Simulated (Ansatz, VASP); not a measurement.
# One calculation of K3Cd2Os, two programs

```
K Cd Os
1.0
     3.54430   -3.59584    0.00000
     3.54430    3.59584    0.00000
    -3.24540    0.00000   10.27383
K Cd Os
3 2 1
Cartesian
  0.2649 0.0000 6.8217
  3.6398 0.0000 3.4085
  0.0559 0.0000 1.4180
  2.0953 1.7716 9.3739
  2.0953 -1.7716 9.3739
  0.3004 0.0000 10.1858
```

Change from the starting cell: the structure that the rattled cell fell into.

Alike in both runs: task single point; functional PBE; k mesh 4 × 4 × 2; occupations gaussian, width 0.1 eV; no spin polarisation.

|  | VASP | Ansatz |
| --- | --- | --- |
| version | VASP 6.6.1 | Ansatz 0.2.0 |
| potentials or method | VASP PAW PBE potentials, release 64 (K_sv, Cd, Os), cutoff 520 eV | scalar-relativistic, plane waves, PAW |
| valence electrons in the cell | 59 | 83 |

|  | VASP | Ansatz | Ansatz less VASP |
| --- | --- | --- | --- |
| gap on the k mesh at the Fermi level (eV) | none | none | - |
| pressure (GPa) | 0.1 | 0.0 | -0.11 |
| rms of the force components (eV/Å) | 0.024 | 0.011 | -0.0132 |

Atom by atom the forces differ by 0.020 eV/Å (rms over components). A gap of «none» marks a metal or a gap that the smearing closes. VASP's potentials hold 59 valence electrons a cell and Ansatz's 83, so a difference there can come from the potentials and not from the codes.

Neither program's run includes spin-orbit coupling.
